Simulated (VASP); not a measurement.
AlCo:

```
CELL_PARAMETERS angstrom
2.81940 0.00000 0.00000
0.00000 2.81940 0.00000
0.00000 0.00000 2.81940
ATOMIC_POSITIONS crystal
Co 0.50000 0.50000 0.50000
Al 0.00000 0.00000 0.00000
```

Base run:

- Program: VASP 6.6.1
- Functional: PBEsol
- Potentials or basis: VASP PAW PBE potentials, release 64 (Co_sv, Al)
- Cutoff: 600 eV
- k mesh: 8 × 8 × 8
- Occupations: fermi-dirac, width 0.05 eV
- Spin: collinear spin, ferromagnetic start
- Starting moments: [1.5, 0.0] μB
- Fixed moment: 1.5 μB

Its results: pressure 11.1 GPa; site moments Co +1.34; Al +0.01 μB.

**Question.** The run is repeated on the same cell with these changes: fixed moment from 1.5 μB to 0.5 μB; moments at the start from [1.5, 0.0] to [0.5, 0.0]. What comes out?

**Answer.** Pressure 1.5 GPa; site moments Co +0.51; Al -0.01 μB.

Caveats: the PAW data sets were made with another functional, which shifts forces and pressure a little; the total moment is fixed, so each spin has its own Fermi level.
